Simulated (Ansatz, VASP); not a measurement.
Ni: VASP beside Ansatz

```
Ni
1.0
     0.00000    1.75924    1.75924
     1.75924    0.00000    1.75924
     1.75924    1.75924    0.00000
Ni
1
Direct
  0.00000 0.00000 0.00000
```

Alike in both runs: functional PBE; k mesh 20 × 20 × 20; occupations gaussian, width 0.1 eV; collinear spin.

Ansatz relaxed the structure, and its values are those at the end. VASP's run is a single point on that final structure, the one shown.

```csv
,VASP,Ansatz
version,VASP 6.6.1,Ansatz 0.2.0
potentials or method,"VASP PAW PBE potentials, release 64 (Ni), cutoff 520 eV","scalar-relativistic, plane waves, PAW"
valence electrons in the cell,10,18
```

|  | VASP | Ansatz | Ansatz less VASP |
| --- | --- | --- | --- |
| gap on the k mesh at the Fermi level (eV) | none | none | - |
| pressure (GPa) | 0.0 | 0.0 | +0.01 |
| net moment per atom (μB) | 0.63 | 0.64 | +0.011 |
| size of the moment on the site where the two differ most (μB) | 0.64 | 0.68 | +0.037 |

Site moments also hang on the region over which each program counts them. A gap of «none» marks a metal or a gap that the smearing closes. With one functional, cell and mesh, what is left measures potentials, basis and numerics. VASP's potentials hold 10 valence electrons a cell and Ansatz's 18, so a difference there can come from the potentials and not from the codes.
